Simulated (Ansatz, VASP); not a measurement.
## Sr: VASP beside Ansatz

```
Sr
1.0
     4.31294    0.00000    0.00000
    -2.15647    3.73511    0.00000
     0.00000    0.00000    7.04588
Sr
2
Cartesian
  0.0000 2.4901 1.7615
  2.1565 1.2450 5.2844
```

Alike in both runs: functional BLYP; k mesh 9 × 9 × 5; occupations fermi-dirac, width 0.1 eV; no spin polarisation.

Ansatz relaxed the structure, and its values are those at the end. VASP's run is a single point on that final structure, the one shown.

```csv
,VASP,Ansatz
version,VASP 6.6.1,Ansatz 0.2.0
potentials or method,"VASP PAW PBE potentials, release 64 (Sr_sv), cutoff 520 eV","plane waves (420 eV) with PAW, scalar-relativistic"
valence electrons in the cell,20,20
```

|  | VASP | Ansatz | Ansatz less VASP |
| --- | --- | --- | --- |
| pressure (GPa) | 0.0 | 0.0 | 0.00 |

VASP's potentials were made for PBE, not for BLYP. The functional is the same, so the differences come from potentials, cutoffs and numerics.
